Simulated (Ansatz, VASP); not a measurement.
# YIn: VASP beside Ansatz

Contents of INCAR:

```
SYSTEM = YIn
ALGO = Normal
EDIFF = 1E-6
EDIFFG = -0.005
ENCUT = 600
GGA = CA
IBRION = 2
ISIF = 3
ISMEAR = 0
LASPH = .True.
LCHARG = .False.
LREAL = .False.
LWAVE = .False.
NELM = 100
NSW = 70
PREC = Accurate
SIGMA = 0.1
```

File KPOINTS:

```
k-points
0
Gamma
  12 12 12
  0 0 0
```

POSCAR

```
YIn
1.0
    3.7674257603      0.0000000000      0.0000000000
    0.0000000000      3.7674257603      0.0000000000
    0.0000000000      0.0000000000      3.7674257603
Y In
1 1
Direct
    0.5000000000      0.5000000000      0.5000000000
    0.0000000000      0.0000000000      0.0000000000
```

Input for Ansatz:

```yaml
crystal:
  lattice:
    - [3.7674257603, 0.0, 0.0]
    - [0.0, 3.7674257603, 0.0]
    - [0.0, 0.0, 3.7674257603]
  atoms:
    - { symbol: "Y", position: [0.5, 0.5, 0.5] }
    - { symbol: In, position: [0.0, 0.0, 0.0] }
basis:
  ecutwfc: 420
kpoints:
  mp_grid: { grid: [12, 12, 12] }
hamiltonian:
  xc: lda
scf:
  occupations: { method: gaussian, width: 0.1 }
output:
  forces: true
  stress: true
  eigenvalues: true
relax:
  adjacent_minimum: "off"
  f_tol: 0.005
  max_steps: 50
  cell: { stress_tol: 0.05 }
```

Alike in both runs: task relaxation of cell and atoms; functional LDA; k mesh 12 × 12 × 12; occupations gaussian, width 0.1 eV; no spin polarisation.

|  | VASP | Ansatz |
| --- | --- | --- |
| version | VASP 6.6.1 | Ansatz 0.2.0 |
| potentials or method | VASP PAW LDA potentials, release 64 (Y_sv, In_d), cutoff 600 eV | scalar-relativistic, plane waves, PAW |
| valence electrons in the cell | 24 | 24 |

VASP gave:

| Item | Value |
| --- | --- |
| gap on the k mesh at the Fermi level, each at its own relaxed structure (eV) | none |
| relaxed volume (Å³/atom) | 24.60 |
| relaxed cell length with the largest relative difference (Å) | 3.664 |

Estimate Ansatz's values.

gap on the k mesh at the Fermi level, each at its own relaxed structure (eV): none; relaxed volume (Å³/atom): 24.57; relaxed cell length with the largest relative difference (Å): 3.663.

LDA's correlation is that of Perdew and Zunger in VASP and of Perdew and Wang (1992) in Ansatz. A gap of «none» marks a metal or a gap that the smearing closes.
